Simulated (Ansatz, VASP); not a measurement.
## SiO2: VASP beside Ansatz

Contents of POSCAR:

```
SiO2
1.0
    5.0590584133      0.0000000000      0.0000000000
   -2.5295292067      4.3812731051      0.0000000000
    0.0000000000      0.0000000000      5.5410361447
Si O
3 6
Direct
    0.5000000000      0.5000000000      0.3333333333
    0.0000000000      0.5000000000      0.6666666667
    0.5000000000      0.0000000000      0.0000000000
    0.2082404179      0.7917595821      0.8333333333
    0.4164808359      0.2082404179      0.1666666667
    0.2082404179      0.4164808359      0.5000000000
    0.7917595821      0.2082404179      0.8333333333
    0.5835191641      0.7917595821      0.1666666667
    0.7917595821      0.5835191641      0.5000000000
```

INCAR.step1

```
SYSTEM = SiO2
PREC = Accurate ; ENCUT = 520
ISMEAR = 0 ; SIGMA = 0.01
LREAL = .False. ; LASPH = .True.
NELM = 100 ; NBANDS = 34
GGA = PE ; ALGO = Normal
EDIFF = 1E-4 ; LWAVE = .True.
LCHARG = .False.
```

INCAR.step2

```
SYSTEM = SiO2
PREC = Accurate ; ENCUT = 520
EDIFF = 1E-6 ; ISMEAR = 0
SIGMA = 0.01 ; LREAL = .False.
LASPH = .True. ; NELM = 100
ALGO = Normal ; ISIF = 2
LWAVE = .False. ; LCHARG = .False.
METAGGA = R2SCAN ; LMIXTAU = .True.
NBANDS = 34 ; ISTART = 1
```

File KPOINTS:

```
Automatic mesh
0
Gamma
  6 6 4
  0 0 0
```

Input for Ansatz:

```yaml
crystal:
  lattice:
    - [5.0590584133, 0.0, 0.0]
    - [-2.5295292067, 4.3812731051, 0.0]
    - [0.0, 0.0, 5.5410361447]
  atoms:
    - { symbol: Si, position: [0.5, 0.5, 0.3333333333] }
    - { symbol: Si, position: [0.0, 0.5, 0.6666666667] }
    - { symbol: Si, position: [0.5, 0.0, 0.0] }
    - { symbol: O, position: [0.2082404179, 0.7917595821, 0.8333333333] }
    - { symbol: O, position: [0.4164808359, 0.2082404179, 0.1666666667] }
    - { symbol: O, position: [0.2082404179, 0.4164808359, 0.5] }
    - { symbol: O, position: [0.7917595821, 0.2082404179, 0.8333333333] }
    - { symbol: O, position: [0.5835191641, 0.7917595821, 0.1666666667] }
    - { symbol: O, position: [0.7917595821, 0.5835191641, 0.5] }
kpoints:
  mp_grid: { grid: [6, 6, 4] }
hamiltonian:
  xc: r2scan
scf:
  occupations: { method: fixed }
  n_extra_bands: 6
output:
  forces: true
  stress: true
  eigenvalues: true
```

Alike in both runs: task single point; functional r2SCAN; k mesh 6 × 6 × 4; no spin polarisation.

|  | VASP | Ansatz |
| --- | --- | --- |
| version | VASP 6.6.1 | Ansatz 0.2.0 |
| potentials or method | VASP PAW PBE potentials, release 64 (Si, O) | plane waves, PAW |
| plane-wave cutoff (eV) | 520 | 500 |
| occupations | gaussian, width 0.01 eV | fixed |
| valence electrons in the cell | 48 | 48 |

```csv
,VASP,Ansatz,Ansatz less VASP
gap on the k mesh at the Fermi level (eV),6.30,6.30,+0.003
pressure (GPa),0.2,0.0,-0.18
rms of the force components (eV/Å),0.005,0.000,-0.0053
```

VASP's potentials were made for PBE, not for r2SCAN. Atom by atom the forces differ by 0.005 eV/Å (rms over components).
